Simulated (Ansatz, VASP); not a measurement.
**As: VASP beside Ansatz**

```xyz
2
Lattice="3.5129 0.0000 0.0000 -1.7564 3.0423 0.0000 0.0000 0.0000 23.6230" Properties=species:S:1:pos:R:3 pbc="T T T"
As    1.7564    1.0141   15.4040
As   -1.7564    3.0423   16.7930
```

Alike in both runs: task single point; functional LDA; k mesh 12 × 12 × 1; occupations gaussian, width 0.04 eV; no spin polarisation.

|  | VASP | Ansatz |
| --- | --- | --- |
| version | VASP 6.6.1 | Ansatz 0.2.0 |
| potentials or method | VASP PAW LDA potentials, release 64 (As), cutoff 400 eV | scalar-relativistic, plane waves, PAW |
| valence electrons in the cell | 10 | 30 |

VASP gave:

* gap on the k mesh at the Fermi level (eV): 1.40
* least direct gap on the mesh (eV): 2.10
* rms of the force components (eV/Å): 0.018

Question: What did Ansatz give for the same quantities?

Answer: gap on the k mesh at the Fermi level (eV): 1.39; least direct gap on the mesh (eV): 2.09; rms of the force components (eV/Å): 0.057.

Ansatz warns that its potentials were made for another functional, while VASP's fit it. LDA's correlation is that of Perdew and Zunger in VASP and of Perdew and Wang (1992) in Ansatz. Atom by atom the forces differ by 0.074 eV/Å (rms over components). VASP's potentials hold 10 valence electrons a cell and Ansatz's 30, so a difference there can come from the potentials and not from the codes. Ansatz's warnings: xc potential rough in thin density.
